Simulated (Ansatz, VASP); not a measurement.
## HfS2: VASP beside Ansatz

```xyz
3
Lattice="3.6059 0.0000 0.0000 -1.8029 3.1228 0.0000 0.0000 0.0000 5.5973" Properties=species:S:1:pos:R:3 pbc="T T T"
Hf    0.0000    0.0000    0.0000
S     1.8029    1.0409    4.1846
S     0.0000    2.0818    1.4127
```

Change from the starting cell: strain -0.0300 x Voigt [0, 0, 1, 0, 0, 0], atoms carried along.

Alike in both runs: task single point; functional PBE; dispersion D3(BJ); k mesh 12 × 12 × 6; occupations gaussian, width 0.05 eV; no spin polarisation.

|  | VASP | Ansatz |
| --- | --- | --- |
| version | VASP 6.6.1 | Ansatz 0.2.0 |
| potentials or method | VASP PAW PBE potentials, release 64 (Hf_pv, S), cutoff 500 eV | scalar-relativistic, plane waves, PAW |
| valence electrons in the cell | 22 | 38 |

```tsv
	VASP	Ansatz	Ansatz less VASP
gap on the k mesh at the Fermi level (eV)	0.83	0.80	-0.028
least direct gap on the mesh (eV)	1.71	1.68	-0.032
pressure (GPa)	2.4	3.0	+0.60
traceless stress, the component that is largest in VASP (GPa)	1.51	1.43	-0.085
rms of the force components (eV/Å)	0.199	0.230	+0.0309
```

Atom by atom the forces differ by 0.031 eV/Å (rms over components). VASP's potentials hold 22 valence electrons a cell and Ansatz's 38, so a difference there can come from the potentials and not from the codes.

Spin-orbit coupling is off throughout.
